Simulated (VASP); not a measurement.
W: relaxation of cell and atoms with r2SCAN

Crystal: W.

```
W
1.0
     0.00000    2.63050    2.63050
     2.63050    0.00000    2.63050
     2.63050    2.63050    0.00000
W
2
Direct
  0.50000 0.50000 0.50000
  0.75000 0.75000 0.75000
```

```yaml
Program: VASP 6.6.1
Task: relaxation of cell and atoms
Functional: r2SCAN
Potentials_or_basis: VASP PAW PBE potentials, release 64 (W_sv)
Cutoff: 600 eV
k_mesh: 6 × 6 × 6
Occupations: gaussian, width 0.1 eV
Spin: no spin polarisation
Dipole_correction: no
Further_INCAR_settings: ALGO = Normal; EDIFF = 1e-06; IBRION = 2; EDIFFG = -0.04; NSW = 90; ISIF = 3
```

- Relaxed volume: 24.40 Å³/atom
- Relaxed cell: a = 4.102 Å, b = 4.102 Å, c = 4.102 Å, α = 60.00°, β = 60.00°, γ = 60.00°
- Space group after relaxing (to 0.05 Å): Fd-3m (No. 227)
- Energy gained by relaxing: 973.9 meV/atom
- Ionic steps: 5
- Pressure after relaxing: 0.0 GPa
- Band gap on the k mesh: zero (band 14 reaches 5.75 eV, above the bottom of band 15 at 4.79 eV)

Step by step:
```tsv
step	energy change (eV)	largest force (eV/Å)	pressure (GPa)	volume (Å³)
1	0.0000	0.0000	65.89	36.40
2	3.2176	0.0000	-22.39	91.80
3	-1.8876	0.0000	-6.51	51.64
4	-1.9431	0.0000	-1.92	49.57
5	-1.9477	0.0000	0.05	48.80
```

Final structure:
```cif
data_structure
_symmetry_space_group_name_H-M 'P 1'
_symmetry_Int_Tables_number 1
_cell_length_a 4.1019
_cell_length_b 4.1019
_cell_length_c 4.1019
_cell_angle_alpha 60.000
_cell_angle_beta 60.000
_cell_angle_gamma 60.000
_cell_volume 48.80
loop_
_atom_site_label
_atom_site_type_symbol
_atom_site_fract_x
_atom_site_fract_y
_atom_site_fract_z
_atom_site_occupancy
W1 W 0.50000 0.50000 0.50000 1
W2 W 0.75000 0.75000 0.75000 1
```

Levels at points of the mesh, in eV from the Fermi level:
| k point | band 11 | band 12 | band 13 | band 14 | band 15 | band 16 | band 17 | band 18 |
| --- | --- | --- | --- | --- | --- | --- | --- | --- |
| (0.00, 0.00, 0.00) | -1.89 | -1.19 | -1.19 | -1.19 | 1.68 | 1.68 | 1.68 | 5.73 |
| (0.50, 0.00, 0.00) | -1.67 | -1.67 | -1.33 | -1.33 | -0.42 | 2.91 | 2.91 | 4.61 |
| (0.50, 0.50, 0.00) | -1.33 | -1.33 | -1.25 | -1.25 | 1.25 | 1.25 | 4.99 | 4.99 |

Wall time 4.6 min on 1 thread of Intel(R) Xeon(R) Platinum 8488C (Sapphire Rapids) (shared host), peak memory 0.19 GiB.

Caveat: the volume moved by over 15 % at a fixed basis, so the end points are rough; the PAW data sets were made with another functional, which shifts forces and pressure a little; spin-orbit coupling is left out, which moves the levels of the heavy elements.
